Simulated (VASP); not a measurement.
# AlGa3As4 (P-43m) in VASP: notebook

AlGa3As4 is run at these levels: PBE, r2SCAN; tasks: single point.

Program: VASP 6.6.1. These are calculated values, not measurements. Logs are shortened: lines on timing, memory, paths and dates and some standing lists are left out, and cuts for length are marked.

## 1. The cell of the first run

It takes space group P-43m (No. 215, cubic). The conventional cell has a = 5.740 Å, b = 5.740 Å, c = 5.740 Å, α = 90.00°, β = 90.00°, γ = 90.00°. Within 3.3 Å of Al (site symmetry -43m) lie 4 As at 2.48 Å. Within 3.3 Å of Ga (site symmetry -42m) lie 4 As at 2.49 Å. Within 3.3 Å of As (site symmetry 3m) lie 1 Al at 2.48 Å and 3 Ga at 2.49 Å.

## 2. Single point, PBE

Input file INCAR:

```
SYSTEM = AlGa3As4
  PREC = Accurate
  ENCUT = 520
  EDIFF = 1E-6
  ISMEAR = 0
  SIGMA = 0.02
  LREAL = .False.
  LASPH = .True.
  NELM = 100
  ALGO = Normal
  ISIF = 2
  LWAVE = .False.
  LCHARG = .True.
  GGA = PE
  LELF = .True.
  LVHAR = .True.
  NBANDS = 41
```

Input file KPOINTS:

```
Automatic mesh
0
Gamma
  6 6 6
  0 0 0
```

Input file POSCAR:

```
AlGa3As4
1.0
    5.7404116000      0.0000000000      0.0000000000
    0.0000000000      5.7404116000      0.0000000000
    0.0000000000      0.0000000000      5.7404116000
Al Ga As
1 3 4
Direct
    0.5000000000      0.5000000000      0.5000000000
    0.5000000000      0.0000000000      0.0000000000
    0.0000000000      0.0000000000      0.5000000000
    0.0000000000      0.5000000000      0.0000000000
    0.7493160000      0.2506840000      0.7493160000
    0.7493160000      0.7493160000      0.2506840000
    0.2506840000      0.2506840000      0.2506840000
    0.2506840000      0.7493160000      0.7493160000
```

Potentials or basis: VASP PAW PBE potentials, release 64 (Al, Ga_d, As).

Command:

```bash
$ cat potpaw_PBE.64/Al/POTCAR potpaw_PBE.64/Ga_d/POTCAR potpaw_PBE.64/As/POTCAR > POTCAR
$ mpirun -np 1 vasp_std > vasp.out
```

OUTCAR:

```text
SYSTEM = AlGa3As4
   PREC = Accurate
   ENCUT = 520
   EDIFF = 1E-6
   ISMEAR = 0
   LREAL = .False.
   LASPH = .True.
   NELM = 100
   ISIF = 2
   GGA = PE

 ion  position               nearest neighbor table
   1  0.500  0.500  0.500-   5 2.48   6 2.48   7 2.48   8 2.48
   2  0.500  0.000  0.000-   5 2.49   6 2.49   7 2.49   8 2.49
   3  0.000  0.000  0.500-   5 2.49   6 2.49   7 2.49   8 2.49
   4  0.000  0.500  0.000-   5 2.49   6 2.49   7 2.49   8 2.49
   5  0.749  0.251  0.749-   1 2.48   2 2.49   3 2.49   4 2.49
   6  0.749  0.749  0.251-   1 2.48   2 2.49   3 2.49   4 2.49
   7  0.251  0.251  0.251-   1 2.48   2 2.49   3 2.49   4 2.49
   8  0.251  0.749  0.749-   1 2.48   2 2.49   3 2.49   4 2.49

  LATTYP: Found a simple cubic cell.
 ALAT       =     5.7404116000

  Lattice vectors:

 A1 = (   5.7404116000,   0.0000000000,   0.0000000000)
 A2 = (   0.0000000000,   5.7404116000,   0.0000000000)
 A3 = (   0.0000000000,   0.0000000000,   5.7404116000)

Analysis of symmetry for initial positions (statically):
=====================================================================
 Subroutine PRICEL returns:
 Original cell was already a primitive cell.

 Routine SETGRP: Setting up the symmetry group for a
 simple cubic supercell.

 Subroutine GETGRP returns: Found 24 space group operations
 (whereof 24 operations were pure point group operations)
 out of a pool of 48 trial point group operations.

The static configuration has the point symmetry T_d .

Analysis of symmetry for dynamics (positions and initial velocities):
=====================================================================
 Subroutine PRICEL returns:
 Original cell was already a primitive cell.

 Routine SETGRP: Setting up the symmetry group for a
 simple cubic supercell.

 Subroutine GETGRP returns: Found 24 space group operations
 (whereof 24 operations were pure point group operations)
 out of a pool of 48 trial point group operations.

The dynamic configuration has the point symmetry T_d .

 Subroutine INISYM returns: Found 24 space group operations
 (whereof 24 operations are pure point group operations),
 and found     1 'primitive' translations

----------------------------------------------------------------------------------------

                                     Primitive cell

  volume of cell :     189.1599

  direct lattice vectors                    reciprocal lattice vectors
     5.740411600  0.000000000  0.000000000     0.174203536  0.000000000  0.000000000
     0.000000000  5.740411600  0.000000000     0.000000000  0.174203536  0.000000000
     0.000000000  0.000000000  5.740411600     0.000000000  0.000000000  0.174203536

  length of vectors
     5.740411600  5.740411600  5.740411600     0.174203536  0.174203536  0.174203536

  position of ions in fractional coordinates (direct lattice)
     0.500000000  0.500000000  0.500000000
     0.500000000  0.000000000  0.000000000
     0.000000000  0.000000000  0.500000000
     0.000000000  0.500000000  0.000000000
     0.749316000  0.250684000  0.749316000
     0.749316000  0.749316000  0.250684000
     0.250684000  0.250684000  0.250684000
     0.250684000  0.749316000  0.749316000

  ion indices of the primitive-cell ions
   primitive index   ion index
                 1           1
                 2           2
                 3           3
                 4           4
                 5           5
                 6           6
                 7           7
                 8           8

----------------------------------------------------------------------------------------

 KPOINTS: Automatic mesh

Automatic generation of k-mesh.
 Grid dimensions read from file:
 generate k-points for:    6    6    6

 Generating k-lattice:

  Cartesian coordinates                     Fractional coordinates (reciprocal lattice)
     0.029033923  0.000000000  0.000000000     0.166666667  0.000000000  0.000000000
     0.000000000  0.029033923  0.000000000     0.000000000  0.166666667  0.000000000
     0.000000000  0.000000000  0.029033923     0.000000000  0.000000000  0.166666667

  Length of vectors
     0.029033923  0.029033923  0.029033923

  Shift w.r.t. Gamma in fractional coordinates (k-lattice)
     0.000000000  0.000000000  0.000000000

 Subroutine IBZKPT returns following result:
 ===========================================

 Found     20 irreducible k-points:

 Following reciprocal coordinates:
            Coordinates               Weight
  0.000000  0.000000  0.000000      1.000000
  0.166667  0.000000  0.000000      6.000000
  0.333333  0.000000  0.000000      6.000000
  0.500000  0.000000  0.000000      3.000000
  0.166667  0.166667  0.000000     12.000000
  0.333333  0.166667  0.000000     24.000000
[... 12 lines left out ...]
  0.500000  0.500000  0.333333      6.000000
  0.500000  0.500000  0.500000      1.000000
   k-points           NKPTS =     20   k-points in BZ     NKDIM =     20   number of bands    NBANDS=     41
   number of dos      NEDOS =    301   number of ions     NIONS =      8
   total plane-waves  NPLWV = 110592
   dimension x,y,z NGX =    48 NGY =   48 NGZ =   48
   dimension x,y,z NGXF=    96 NGYF=   96 NGZF=   96
   ions per type =               1   3   4
   NGX,Y,Z   is equivalent  to a cutoff of  13.90, 13.90, 13.90 a.u.
   NGXF,Y,Z  is equivalent  to a cutoff of  27.80, 27.80, 27.80 a.u.
 SYSTEM =  AlGa3As4
   PREC   = accura    normal or accurate (medium, high low for compatibility)
   ISTART =      0    job   : 0-new  1-cont  2-samecut
   ICHARG =      2    charge: 1-file 2-atom 10-const
   ISPIN  =      1    spin polarized calculation?
   LNONCOLLINEAR =      F non collinear calculations
   LSORBIT =      F    spin-orbit coupling
   LASPH  =      T    aspherical Exc in radial PAW
   ENCUT  =  520.0 eV  38.22 Ry    6.18 a.u.  10.67 10.67 10.67*2*pi/ulx,y,z
   NELM   =    100;   NELMIN=  2; NELMDL= -5     # of ELM steps
   EDIFF  = 0.1E-05   stopping-criterion for ELM
   LREAL  =      F    real-space projection
   EDIFFG = 0.1E-04   stopping-criterion for IOM
   NSW    =      0    number of steps for IOM
   IBRION =     -1    ionic relax: 0-MD 1-quasi-New 2-CG
   NFREE  =      0    steps in history (QN), initial steepest desc. (CG)
   ISIF   =      2    stress and relaxation
   ISYM   =      2    0-nonsym 1-usesym 2-fastsym
   POTIM  = 0.5000    time-step for ionic-motion
   TEBEG  =    0.0;   TEEND  =   0.0 temperature during run
   PSTRESS=    0.0 pullay stress
   NELECT =      62.0000    total number of electrons
   NUPDOWN=      -1.0000    fix difference up-down
   EMIN   =  10.00;   EMAX   =-10.00  energy-range for DOS
   EFERMI =   0.00;   METHOD = LEGACY
   ISMEAR =     0;   SIGMA  =   0.02  broadening in eV -4-tet -1-fermi 0-gaus
   EFERMI_NEDOS =   21; number of points for ismear=-14 and -15
   IALGO  =     38    algorithm
   IMIX   =      4    mixing-type and parameters
     AMIX     =   0.40;   BMIX     =  1.00
     AMIX_MAG =   1.60;   BMIX_MAG =  1.00
  volume/ion in A,a.u.               =      23.64       159.56
  Fermi-wavevector in a.u.,A,eV,Ry     =   1.128745  2.133018 17.334699  1.274064
  Thomas-Fermi vector in A             =   2.265436
   LORBIT       =      0    0 simple, 1 ext, 2 COOP (PROOUT), +10 PAW based schemes
   GGA     = PE    functional components
   LHFCALC =     F    Hartree Fock is set to
   AEXX    =    0.0000 exact exchange contribution
   IVDW    =     0    specifies the selected vdW correction
   LEPSILON=     F    determine dielectric tensor
   LRPA    =     F    only Hartree local field effects (RPA)
 non-spin polarized calculation
 Gauss-broadening in eV      SIGMA  =   0.02
  energy-cutoff  :      520.00
  volume of cell :      189.16
 maximum number of plane-waves:      5125
 NGX is ok and might be reduce to    48
   NGX = 21   NGY = 21   NGZ = 21

 number of electron      62.0000051 magnetization

 Free energy of the ion-electron system (eV)
  ---------------------------------------------------
  ext. energy  EPLUGINS =         0.00000000
  ---------------------------------------------------
  free energy    TOTEN  =       -34.19449922 eV

  energy without entropy =      -34.19449922  energy(sigma->0) =      -34.19449922

 E-fermi :   3.6369     XC(G=0):  -9.2588

 val. band max:        3.5041504327   @ k =   0.0000   0.0000   0.0000
 cond. band min:       4.0500158135   @ k =   0.0000   0.0000   0.0000
 fundamental gap:      0.5458653807
 Fermi energy:         3.6369359146

 k-point     1 :       0.0000    0.0000    0.0000
  band No.  band energies     occupation
      1     -11.1864      2.00000
      2     -11.1864      2.00000
      3     -11.1864      2.00000
      4     -11.1076      2.00000
      5     -11.1076      2.00000
      6     -11.1076      2.00000
[... 33 lines left out ...]
     40       7.3565      0.00000
     41       7.3565      0.00000

 k-point     2 :       0.1667    0.0000    0.0000
  band No.  band energies     occupation
      1     -11.1844      2.00000
      2     -11.1844      2.00000
      3     -11.1837      2.00000
      4     -11.1123      2.00000
      5     -11.1071      2.00000
      6     -11.1071      2.00000
[... 33 lines left out ...]
     40       7.7751      0.00000
     41       7.7752      0.00000

 k-point     3 :       0.3333    0.0000    0.0000
  band No.  band energies     occupation
      1     -11.1802      2.00000
      2     -11.1802      2.00000
      3     -11.1770      2.00000
      4     -11.1229      2.00000
      5     -11.1052      2.00000
      6     -11.1052      2.00000
[... 699 lines left out ...]
      2     -11.1581      2.00000
      3     -11.1581      2.00000
      4     -11.1576      2.00000
      5     -11.1046      2.00000
      6     -11.1046      2.00000
[... 33 lines left out ...]
     40       8.1206      0.00000
     41       8.4072      0.00000

 k-point    20 :       0.5000    0.5000    0.5000
  band No.  band energies     occupation
      1     -11.1859      2.00000
      2     -11.1584      2.00000
      3     -11.1584      2.00000
      4     -11.1584      2.00000
      5     -11.1054      2.00000
      6     -11.1054      2.00000
[... 33 lines left out ...]
     40       8.1845      0.00000
     41       8.2415      0.00000

------------------------ aborting loop because EDIFF is reached ----------------------------------------

  FORCE on cell =-STRESS in cart. coord.  units (eV):
  Direction    XX          YY          ZZ          XY          YZ          ZX
  --------------------------------------------------------------------------------------
  -------------------------------------------------------------------------------------
  Total        0.2415184      0.2415184      0.2415184      0.0000000      0.0000000     -0.0000000
  in kB        2.0456518      2.0456518      2.0456518      0.0000000      0.0000000     -0.0000000
  external PRESSURE =       2.0456518 kB  Pullay stress =       0.0000000 kB

 VOLUME and BASIS-vectors are now :
 -----------------------------------------------------------------------------
  energy-cutoff  :      520.00
  volume of cell :      189.16
      direct lattice vectors                 reciprocal lattice vectors
     5.740411600  0.000000000  0.000000000     0.174203536  0.000000000  0.000000000
     0.000000000  5.740411600  0.000000000     0.000000000  0.174203536  0.000000000
     0.000000000  0.000000000  5.740411600     0.000000000  0.000000000  0.174203536

 POSITION                                       TOTAL-FORCE (eV/Angst)
 -----------------------------------------------------------------------------------
      2.87021      2.87021      2.87021         0.000000      0.000000      0.000000
      2.87021      0.00000      0.00000        -0.000000      0.000000      0.000000
      0.00000      0.00000      2.87021        -0.000000      0.000000      0.000000
      0.00000      2.87021      0.00000         0.000000      0.000000      0.000000
      4.30138      1.43903      4.30138        -0.001502      0.001502     -0.001502
      4.30138      4.30138      1.43903        -0.001502     -0.001502      0.001502
      1.43903      1.43903      1.43903         0.001502      0.001502      0.001502
      1.43903      4.30138      4.30138         0.001502     -0.001502     -0.001502
 -----------------------------------------------------------------------------------
    total drift:                               -0.000000     -0.000000      0.000000

  FREE ENERGIE OF THE ION-ELECTRON SYSTEM (eV)
  ---------------------------------------------------
  free  energy   TOTEN  =       -34.1944992203 eV

  energy  without entropy=      -34.1944992203  energy(sigma->0) =      -34.19449922
```

Wall time 7.3 min (1 thread of Intel Xeon 8259CL, shared host); peak memory 0.41 GiB.

What came out:

```
Free energy            : -34.1945 eV
Pressure               : 0.2 GPa
Band gap on the k mesh : 0.55 eV
```

Forces on the atoms (eV/Å):
```
Al   0.000  0.000  0.000
Ga   0.000  0.000  0.000
Ga   0.000  0.000  0.000
Ga   0.000  0.000  0.000
As  -0.002  0.002 -0.002
As  -0.002 -0.002  0.002
As   0.002  0.002  0.002
As   0.002 -0.002 -0.002
```

A k mesh can miss the band edges.

## 3. Single point, r2SCAN

POSCAR is that of step 2.

Input file INCAR.step1:

```
SYSTEM = AlGa3As4
  PREC = Accurate
  ENCUT = 520
  ISMEAR = 0
  SIGMA = 0.02
  LREAL = .False.
  LASPH = .True.
  NELM = 100
  NBANDS = 41
  GGA = PE
  ALGO = Normal
  EDIFF = 1E-4
  LWAVE = .True.
  LCHARG = .False.
```

Input file INCAR.step2:

```
SYSTEM = AlGa3As4
  PREC = Accurate
  ENCUT = 520
  EDIFF = 1E-7
  ISMEAR = 0
  SIGMA = 0.02
  LREAL = .False.
  LASPH = .True.
  NELM = 100
  ALGO = Normal
  ISIF = 2
  LWAVE = .False.
  LCHARG = .False.
  METAGGA = R2SCAN
  LMIXTAU = .True.
  NBANDS = 41
  ISTART = 1
```

Input file KPOINTS:

```
regular mesh
0
Gamma
  6 6 6
  0 0 0
```

Potentials or basis: VASP PAW PBE potentials, release 64 (Al, Ga_d, As).

Command:

```bash
$ cat potpaw_PBE.64/Al/POTCAR potpaw_PBE.64/Ga_d/POTCAR potpaw_PBE.64/As/POTCAR > POTCAR
$ cp INCAR.step1 INCAR
$ mpirun -np 1 vasp_std > vasp.out
$ cp INCAR.step2 INCAR
$ mpirun -np 1 vasp_std > vasp.out
```

Run time: 20 min. Hardware: 1 thread of Intel Xeon 8259CL, shared host; peak memory 0.45 GiB.

It converged, with:

```yaml
Free_energy: -103.7872 eV
Pressure: -2.4 GPa
Largest_force: 0.038 eV/Å
Band_gap_on_the_k_mesh: 1.01 eV
```

Forces on the atoms (eV/Å):
```
Al   0.000  0.000  0.000
Ga   0.000  0.000  0.000
Ga   0.000  0.000  0.000
Ga   0.000  0.000  0.000
As   0.022 -0.022  0.022
As   0.022  0.022 -0.022
As  -0.022 -0.022 -0.022
As  -0.022  0.022  0.022
```

Levels at points of the mesh, in eV from the valence-band top:
| k point | band 27 | band 28 | band 29 | band 30 | band 31 | band 32 | band 33 | band 34 | band 35 | band 36 |
| --- | --- | --- | --- | --- | --- | --- | --- | --- | --- | --- |
| (0.00, 0.00, 0.00) | -2.48 | -2.48 | 0.00 | 0.00 | 0.00 | 1.01 | 1.87 | 1.87 | 1.87 | 1.88 |
| (0.50, 0.00, 0.00) | -3.09 | -1.59 | -1.59 | -1.49 | -1.49 | 2.34 | 2.54 | 3.60 | 3.68 | 4.91 |
| (0.50, 0.50, 0.00) | -3.08 | -1.13 | -1.12 | -1.12 | -1.02 | 2.96 | 3.10 | 3.10 | 3.56 | 5.88 |
| (0.50, 0.50, 0.50) | -1.01 | -1.01 | -0.98 | -0.98 | -0.98 | 1.29 | 1.29 | 1.29 | 2.35 | 4.75 |

Caveat: the PAW data sets were made with another functional, which shifts forces and pressure a little.
